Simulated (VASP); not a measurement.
Write the native input for VASP 6.6.1 that does the following.

* Task: single point
* Functional: r2SCAN
* Potentials or basis: VASP PAW PBE potentials, release 64 (B, P)
* Cutoff: 520 eV
* k mesh: 10 × 10 × 10
* Occupations: gaussian, width 0.05 eV
* Spin: no spin polarisation
* Dipole correction: no
* Further INCAR settings: ALGO = Normal; EDIFF = 1e-06; NBANDS = 11

BP:

```
B P
1.0
     0.00000    2.43918    2.26900
     2.43918    0.00000    2.26900
     2.43918    2.43918    0.00000
B P
1 1
Direct
  0.00000 0.00000 0.00000
  0.75000 0.75000 0.75000
```

This cell differs from its parent crystal: strain +0.0750 x Voigt [1, 1, 0, 0, 0, 0].

One way to write it, as run:

POSCAR

```
BP
1.0
    0.0000000000      2.4391750000      2.2690000000
    2.4391750000      0.0000000000      2.2690000000
    2.4391750000      2.4391750000      0.0000000000
B P
1 1
Direct
    0.0000000000      0.0000000000      0.0000000000
    0.7500000000      0.7500000000      0.7500000000
```

INCAR.step1

```
SYSTEM = BP
ALGO = Normal ; EDIFF = 1E-4
ENCUT = 520 ; GGA = PE
ISMEAR = 0 ; LASPH = .TRUE.
LCHARG = .FALSE. ; LREAL = .FALSE.
LWAVE = .TRUE. ; NBANDS = 11
NELM = 100 ; PREC = Accurate
SIGMA = 0.05
```

INCAR.step2

```
SYSTEM = BP
ALGO = Normal ; EDIFF = 1E-6
ENCUT = 520 ; ISIF = 2
ISMEAR = 0 ; ISTART = 1
LASPH = .TRUE. ; LCHARG = .TRUE.
LELF = .TRUE. ; LMIXTAU = .TRUE.
LREAL = .FALSE. ; LVHAR = .TRUE.
LWAVE = .FALSE. ; METAGGA = R2SCAN
NBANDS = 11 ; NELM = 100
PREC = Accurate ; SIGMA = 0.05
```

KPOINTS

```
k-points
0
G
  10 10 10
  0 0 0
```

Potentials or basis: VASP PAW PBE potentials, release 64 (B, P).

Launch:

```console
$ cat potpaw_PBE.64/B/POTCAR potpaw_PBE.64/P/POTCAR > POTCAR
$ cp INCAR.step1 INCAR
$ mpirun -np 1 vasp_std > vasp.out
$ cp INCAR.step2 INCAR
$ mpirun -np 1 vasp_std > vasp.out
```

Results of the run:

```
Pressure               : -19.0 GPa
Band gap on the k mesh : 0.59 eV, indirect (least direct gap 2.76 eV)
```

Caveat: the cell differs from its parent crystal (strain +0.0750 x Voigt [1, 1, 0, 0, 0, 0]); the PAW data sets were made with another functional, which shifts forces and pressure a little.

It took 64 s on 1 thread of Intel(R) Xeon(R) 6975P-C (Granite Rapids) (shared host), peak memory 0.16 GiB.
